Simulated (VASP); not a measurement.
# ScMnS3 (Pm-3m) in VASP: single point with PBE

Aim: the single point of ScMnS3 with PBE.

Program: VASP 6.6.1. These are calculated values, not measurements. Logs are shortened: lines on timing, memory, paths and dates and some standing lists are left out, and cuts for length are marked.

## Step 1: The cell of the first run

Symmetry: Pm-3m, No. 221, cubic system. The conventional cell has a = 4.551 Å, b = 4.551 Å, c = 4.551 Å, α = 90.00°, β = 90.00°, γ = 90.00°. Within 4.2 Å of Sc (site symmetry m-3m) lie 12 S at 3.22 Å and 8 Mn at 3.94 Å. Within 3.0 Å of Mn (site symmetry m-3m) lie 6 S at 2.28 Å. S (site symmetry 4/mmm) has 2 Mn at 2.28 Å within 3.0 Å.

## Step 2: Single point, PBE, collinear spin, ferromagnetic start

INCAR

```
SYSTEM = ScMnS3
ALGO = Normal
EDIFF = 1E-7
ENCUT = 520
GGA = PE
ISIF = 2
ISMEAR = 0
ISPIN = 2
LASPH = .TRUE.
LCHARG = .FALSE.
LMAXMIX = 4
LORBIT = 11
LREAL = .FALSE.
LWAVE = .FALSE.
MAGMOM = 0 3.2 0 0 0
NBANDS = 33
NELM = 150
PREC = Accurate
SIGMA = 0.1
```

KPOINTS

```
k-points
0
G
  8 8 8
  0 0 0
```

POSCAR

```
ScMnS3
1.0
    4.5512438160      0.0000000000      0.0000000000
    0.0000000000      4.5512438160      0.0000000000
    0.0000000000      0.0000000000      4.5512438160
Sc Mn S
1 1 3
Direct
    0.5000000000      0.5000000000      0.5000000000
    0.0000000000      0.0000000000      0.0000000000
    0.5000000000      0.0000000000      0.0000000000
    0.0000000000      0.5000000000      0.0000000000
    0.0000000000      0.0000000000      0.5000000000
```

Potentials or basis: VASP PAW PBE potentials, release 64 (Sc_sv, Mn_pv, S).

Run with:

```sh
> cat potpaw_PBE.64/Sc_sv/POTCAR potpaw_PBE.64/Mn_pv/POTCAR potpaw_PBE.64/S/POTCAR > POTCAR
> mpirun -np 1 vasp_std > vasp.out
```

OUTCAR:

```text
SYSTEM = ScMnS3
   EDIFF = 1E-7
   ENCUT = 520
   GGA = PE
   ISIF = 2
   ISMEAR = 0
   ISPIN = 2
   LASPH = .TRUE.
   LORBIT = 11
   LREAL = .FALSE.
   NELM = 150
   PREC = Accurate

 ion  position               nearest neighbor table
   1  0.500  0.500  0.500-
   2  0.000  0.000  0.000-   3 2.28   4 2.28   5 2.28   5 2.28   4 2.28   3 2.28
   3  0.500  0.000  0.000-   2 2.28   2 2.28
   4  0.000  0.500  0.000-   2 2.28   2 2.28
   5  0.000  0.000  0.500-   2 2.28   2 2.28

  LATTYP: Found a simple cubic cell.
 ALAT       =     4.5512438160

  Lattice vectors:

 A1 = (   4.5512438160,   0.0000000000,   0.0000000000)
 A2 = (   0.0000000000,   4.5512438160,   0.0000000000)
 A3 = (   0.0000000000,   0.0000000000,   4.5512438160)

Analysis of symmetry for initial positions (statically):
=====================================================================
 Subroutine PRICEL returns:
 Original cell was already a primitive cell.

 Routine SETGRP: Setting up the symmetry group for a
 simple cubic supercell.

 Subroutine GETGRP returns: Found 48 space group operations
 (whereof 48 operations were pure point group operations)
 out of a pool of 48 trial point group operations.

The static configuration has the point symmetry O_h .

Analysis of symmetry for dynamics (positions and initial velocities):
=====================================================================
 Subroutine PRICEL returns:
 Original cell was already a primitive cell.

 Routine SETGRP: Setting up the symmetry group for a
 simple cubic supercell.

 Subroutine GETGRP returns: Found 48 space group operations
 (whereof 48 operations were pure point group operations)
 out of a pool of 48 trial point group operations.

The dynamic configuration has the point symmetry O_h .

Analysis of structural, dynamic, and magnetic symmetry:
=====================================================================
 Subroutine PRICEL returns:
 Original cell was already a primitive cell.

 Routine SETGRP: Setting up the symmetry group for a
 simple cubic supercell.

 Subroutine GETGRP returns: Found 48 space group operations
 (whereof 48 operations were pure point group operations)
 out of a pool of 48 trial point group operations.

The overall configuration has the point symmetry O_h .

 Subroutine INISYM returns: Found 48 space group operations
 (whereof 48 operations are pure point group operations),
 and found     1 'primitive' translations

----------------------------------------------------------------------------------------

                                     Primitive cell

  volume of cell :      94.2736

  direct lattice vectors                    reciprocal lattice vectors
     4.551243816  0.000000000  0.000000000     0.219720156  0.000000000  0.000000000
     0.000000000  4.551243816  0.000000000     0.000000000  0.219720156  0.000000000
     0.000000000  0.000000000  4.551243816     0.000000000  0.000000000  0.219720156

  length of vectors
     4.551243816  4.551243816  4.551243816     0.219720156  0.219720156  0.219720156

  position of ions in fractional coordinates (direct lattice)
     0.500000000  0.500000000  0.500000000
     0.000000000  0.000000000  0.000000000
     0.500000000  0.000000000  0.000000000
     0.000000000  0.500000000  0.000000000
     0.000000000  0.000000000  0.500000000

  ion indices of the primitive-cell ions
   primitive index   ion index
                 1           1
                 2           2
                 3           3
                 4           4
                 5           5

----------------------------------------------------------------------------------------

 KPOINTS: k-points

Automatic generation of k-mesh.
 Grid dimensions read from file:
 generate k-points for:    8    8    8

 Generating k-lattice:

  Cartesian coordinates                     Fractional coordinates (reciprocal lattice)
     0.027465019  0.000000000  0.000000000     0.125000000  0.000000000  0.000000000
     0.000000000  0.027465019  0.000000000     0.000000000  0.125000000  0.000000000
     0.000000000  0.000000000  0.027465019     0.000000000  0.000000000  0.125000000

  Length of vectors
     0.027465019  0.027465019  0.027465019

  Shift w.r.t. Gamma in fractional coordinates (k-lattice)
     0.000000000  0.000000000  0.000000000

 Subroutine IBZKPT returns following result:
 ===========================================

 Found     35 irreducible k-points:

 Following reciprocal coordinates:
            Coordinates               Weight
  0.000000  0.000000  0.000000      1.000000
  0.125000  0.000000  0.000000      6.000000
  0.250000  0.000000  0.000000      6.000000
  0.375000  0.000000  0.000000      6.000000
  0.500000  0.000000  0.000000      3.000000
  0.125000  0.125000  0.000000     12.000000
[... 16 lines left out ...]
  0.375000  0.375000  0.125000     24.000000
  0.500000  0.375000  0.125000     24.000000
 [... further k-points ...]
   k-points           NKPTS =     35   k-points in BZ     NKDIM =     35   number of bands    NBANDS=     33
   number of dos      NEDOS =    301   number of ions     NIONS =      5
   total plane-waves  NPLWV =  46656
   dimension x,y,z NGX =    36 NGY =   36 NGZ =   36
   dimension x,y,z NGXF=    72 NGYF=   72 NGZF=   72
   ions per type =               1   1   3
   NGX,Y,Z   is equivalent  to a cutoff of  13.15, 13.15, 13.15 a.u.
   NGXF,Y,Z  is equivalent  to a cutoff of  26.30, 26.30, 26.30 a.u.
 SYSTEM =  ScMnS3
   PREC   = accura    normal or accurate (medium, high low for compatibility)
   ISTART =      0    job   : 0-new  1-cont  2-samecut
   ICHARG =      2    charge: 1-file 2-atom 10-const
   ISPIN  =      2    spin polarized calculation?
   LNONCOLLINEAR =      F non collinear calculations
   LSORBIT =      F    spin-orbit coupling
   LASPH  =      T    aspherical Exc in radial PAW
   ENCUT  =  520.0 eV  38.22 Ry    6.18 a.u.   8.46  8.46  8.46*2*pi/ulx,y,z
   NELM   =    150;   NELMIN=  2; NELMDL= -5     # of ELM steps
   EDIFF  = 0.1E-06   stopping-criterion for ELM
   LREAL  =      F    real-space projection
   EDIFFG = 0.1E-05   stopping-criterion for IOM
   NSW    =      0    number of steps for IOM
   IBRION =     -1    ionic relax: 0-MD 1-quasi-New 2-CG
   NFREE  =      0    steps in history (QN), initial steepest desc. (CG)
   ISIF   =      2    stress and relaxation
   ISYM   =      2    0-nonsym 1-usesym 2-fastsym
   POTIM  = 0.5000    time-step for ionic-motion
   TEBEG  =    0.0;   TEEND  =   0.0 temperature during run
   PSTRESS=    0.0 pullay stress
   NELECT =      42.0000    total number of electrons
   NUPDOWN=      -1.0000    fix difference up-down
   EMIN   =  10.00;   EMAX   =-10.00  energy-range for DOS
   EFERMI =   0.00;   METHOD = LEGACY
   ISMEAR =     0;   SIGMA  =   0.10  broadening in eV -4-tet -1-fermi 0-gaus
   EFERMI_NEDOS =   21; number of points for ismear=-14 and -15
   IALGO  =     38    algorithm
   IMIX   =      4    mixing-type and parameters
     AMIX     =   0.40;   BMIX     =  1.00
     AMIX_MAG =   1.60;   BMIX_MAG =  1.00
  volume/ion in A,a.u.               =      18.85       127.24
  Fermi-wavevector in a.u.,A,eV,Ry     =   1.250339  2.362798 21.270640  1.563348
  Thomas-Fermi vector in A             =   2.384338
   LORBIT       =     11    0 simple, 1 ext, 2 COOP (PROOUT), +10 PAW based schemes
   GGA     = PE    functional components
   LHFCALC =     F    Hartree Fock is set to
   AEXX    =    0.0000 exact exchange contribution
   IVDW    =     0    specifies the selected vdW correction
   LEPSILON=     F    determine dielectric tensor
   LRPA    =     F    only Hartree local field effects (RPA)
 spin polarized calculation
 Gauss-broadening in eV      SIGMA  =   0.10
  energy-cutoff  :      520.00
  volume of cell :       94.27
 maximum number of plane-waves:      2560
 NGX is ok and might be reduce to    36
   NGX = 17   NGY = 17   NGZ = 17

 number of electron      42.0000025 magnetization       3.6770074

 Free energy of the ion-electron system (eV)
  ---------------------------------------------------
  ext. energy  EPLUGINS =         0.00000000
  ---------------------------------------------------
  free energy    TOTEN  =       -30.42672307 eV

  energy without entropy =      -30.41856470  energy(sigma->0) =      -30.42264388

 E-fermi :   5.8851     XC(G=0): -10.2893

 val. band max:        5.8766879754   @ k =   0.2500   0.1250   0.0000
 cond. band min:       5.8899513831   @ k =   0.5000   0.5000   0.3750
 fundamental gap:      0.0132634078
 Fermi energy:         5.8850815243

 spin component 1

 k-point     1 :       0.0000    0.0000    0.0000
  band No.  band energies     occupation
      1     -45.7459      1.00000
      2     -44.3546      1.00000
      3     -44.3546      1.00000
      4     -44.3546      1.00000
      5     -24.2843      1.00000
      6     -24.2843      1.00000
[... 853 lines left out ...]
     32      12.1264      0.00000
     33      12.7359      0.00000

 [... further k-points ...]

 spin component 2

 k-point     1 :       0.0000    0.0000    0.0000
  band No.  band energies     occupation
      1     -45.6667      1.00000
      2     -40.9160      1.00000
      3     -40.9160      1.00000
      4     -40.9160      1.00000
      5     -24.2025      1.00000
      6     -24.2025      1.00000
[... 853 lines left out ...]
     32      12.4462      0.00000
     33      12.9768      0.00000

 [... further k-points ...]

------------------------ aborting loop because EDIFF is reached ----------------------------------------

  FORCE on cell =-STRESS in cart. coord.  units (eV):
  Direction    XX          YY          ZZ          XY          YZ          ZX
  --------------------------------------------------------------------------------------
  -------------------------------------------------------------------------------------
  Total       -0.0182746     -0.0182746     -0.0182746      0.0000000      0.0000000     -0.0000000
  in kB       -0.3105756     -0.3105756     -0.3105756      0.0000000      0.0000000     -0.0000000
  external PRESSURE =      -0.3105756 kB  Pullay stress =       0.0000000 kB

 VOLUME and BASIS-vectors are now :
 -----------------------------------------------------------------------------
  energy-cutoff  :      520.00
  volume of cell :       94.27
      direct lattice vectors                 reciprocal lattice vectors
     4.551243816  0.000000000  0.000000000     0.219720156  0.000000000  0.000000000
     0.000000000  4.551243816  0.000000000     0.000000000  0.219720156  0.000000000
     0.000000000  0.000000000  4.551243816     0.000000000  0.000000000  0.219720156

 POSITION                                       TOTAL-FORCE (eV/Angst)
 -----------------------------------------------------------------------------------
      2.27562      2.27562      2.27562         0.000000      0.000000      0.000000
      0.00000      0.00000      0.00000         0.000000      0.000000      0.000000
      2.27562      0.00000      0.00000         0.000000      0.000000      0.000000
      0.00000      2.27562      0.00000         0.000000      0.000000      0.000000
      0.00000      0.00000      2.27562         0.000000      0.000000      0.000000
 -----------------------------------------------------------------------------------
    total drift:                                0.000000      0.000000      0.000000

  FREE ENERGIE OF THE ION-ELECTRON SYSTEM (eV)
  ---------------------------------------------------
  free  energy   TOTEN  =       -30.4267230732 eV

  energy  without entropy=      -30.4185646952  energy(sigma->0) =      -30.42264388

 total charge

# of ion       s       p       d       tot
------------------------------------------
    1        2.093   6.015   0.847   8.955
    2        0.312   6.346   5.089  11.747
    3        1.354   2.376   0.000   3.730
    4        1.354   2.376   0.000   3.730
    5        1.354   2.376   0.000   3.730
--------------------------------------------------
tot          6.466  19.489   5.936  31.891

 magnetization (x)

# of ion       s       p       d       tot
------------------------------------------
    1        0.008   0.005   0.082   0.095
    2        0.031   0.031   3.149   3.211
    3        0.009   0.016   0.000   0.024
    4        0.009   0.016   0.000   0.024
    5        0.009   0.016   0.000   0.024
--------------------------------------------------
tot          0.066   0.082   3.230   3.379
```

Wall time 4.1 min (1 thread of Intel Xeon Platinum 8488C (Sapphire Rapids), shared host); peak memory 0.35 GiB.

What came out:

| Property | Result |
| --- | --- |
| Free energy | -30.4267 eV |
| Pressure | 0.0 GPa |
| Net moment | 3.68 μB per cell |
| Site moments | Sc +0.10; Mn +3.21; S +0.02 μB |
| Valence electrons inside the program's atomic spheres | Sc 8.96; Mn 11.75; S 3.73 |

Levels at points of the mesh, in eV from the Fermi level:
Spin up:
```csv
k point,band 21,band 22,band 23,band 24,band 25,band 26
"(0.00, 0.00, 0.00)",-1.73,-0.78,-0.78,-0.78,0.17,0.17
"(0.50, 0.00, 0.00)",-1.37,-1.00,-1.00,0.02,0.37,0.62
"(0.50, 0.50, 0.00)",-1.32,-1.06,-0.51,0.67,0.73,1.42
"(0.50, 0.50, 0.50)",-0.02,-0.02,0.61,0.61,0.61,0.71
```
Spin down:
```tsv
k point	band 16	band 17	band 18	band 19	band 20	band 21	band 22	band 23
(0.00, 0.00, 0.00)	-1.60	-0.71	-0.71	-0.71	-0.54	-0.54	-0.54	-0.08
(0.50, 0.00, 0.00)	-3.36	-2.91	-1.28	-1.28	-0.23	0.47	0.66	0.71
(0.50, 0.50, 0.00)	-3.56	-2.82	-2.82	-0.38	0.54	0.64	0.90	0.90
(0.50, 0.50, 0.50)	-3.98	0.12	0.12	0.12	0.70	0.70	0.70	0.83
```

Caveat: a cell with one magnetic atom can't hold antiferromagnetic order, which such compounds often take; semilocal functionals often make such compounds metallic where correlation or magnetic order opens a gap, which also shifts bond lengths.
